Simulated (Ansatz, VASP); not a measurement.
## ZnRe: VASP beside Ansatz

File INCAR:

```
SYSTEM = ZnRe
PREC = Accurate ; ENCUT = 520
EDIFF = 1E-6 ; ISMEAR = 0
SIGMA = 0.15 ; LREAL = .False.
LASPH = .True. ; NELM = 100
ALGO = Normal ; ISIF = 2
LWAVE = .False. ; LCHARG = .False.
GGA = PS ; NBANDS = 16
```

The input KPOINTS:

```
Automatic mesh
0
Gamma
  21 21 10
  0 0 0
```

The input POSCAR:

```
ZnRe
1.0
    2.7482183437      0.0000000000      0.0000000000
   -1.3741091718      2.3800269008      0.0000000000
    0.0000000000      0.0000000000      4.4940660000
Zn Re
1 1
Direct
    0.0000000000      0.0000000000      0.0000000000
    0.3151397280      0.6484730613      0.5000000000
```

Input for Ansatz:

```yaml
crystal:
  lattice:
    - [2.7482183437, 0.0, 0.0]
    - [-1.3741091718, 2.3800269008, 0.0]
    - [0.0, 0.0, 4.494066]
  atoms:
    - { symbol: Zn, position: [0.0, 0.0, 0.0] }
    - { symbol: Re, position: [0.315139728, 0.6484730613, 0.5] }
basis:
  ecutwfc: 420
kpoints:
  mp_grid: { grid: [21, 21, 10] }
hamiltonian:
  xc: pbesol
scf:
  occupations: { method: gaussian, width: 0.15 }
output:
  forces: true
  stress: true
  eigenvalues: true
```

Change from the starting cell: all Re atoms moved +0.050 Å, as atom 2 towards its neighbour atom 2 (Re) at 2.748 Å.

Alike in both runs: task single point; functional PBEsol; k mesh 21 × 21 × 10; occupations gaussian, width 0.15 eV; no spin polarisation.

```csv
,VASP,Ansatz
version,VASP 6.6.1,Ansatz 0.2.0
potentials or method,"VASP PAW PBE potentials, release 64 (Zn, Re), cutoff 520 eV","scalar-relativistic, plane waves, PAW"
valence electrons in the cell,19,27
```

```csv
,VASP,Ansatz,Ansatz less VASP
gap on the k mesh at the Fermi level (eV),none,none,-
pressure (GPa),-9.1,-9.2,-0.13
"traceless stress, the component that is largest in VASP (GPa)",-0.33,-0.19,+0.135
rms of the force components (eV/Å),0.050,0.050,-0.0002
```

VASP's potentials were made for PBE, not for PBEsol. Atom by atom the forces differ by 0.000 eV/Å (rms over components). A gap of «none» marks a metal or a gap that the smearing closes. The functional is the same, so the differences come from potentials, cutoffs and numerics. VASP's potentials hold 19 valence electrons a cell and Ansatz's 27, so a difference there can come from the potentials and not from the codes.

Neither program's run includes spin-orbit coupling.
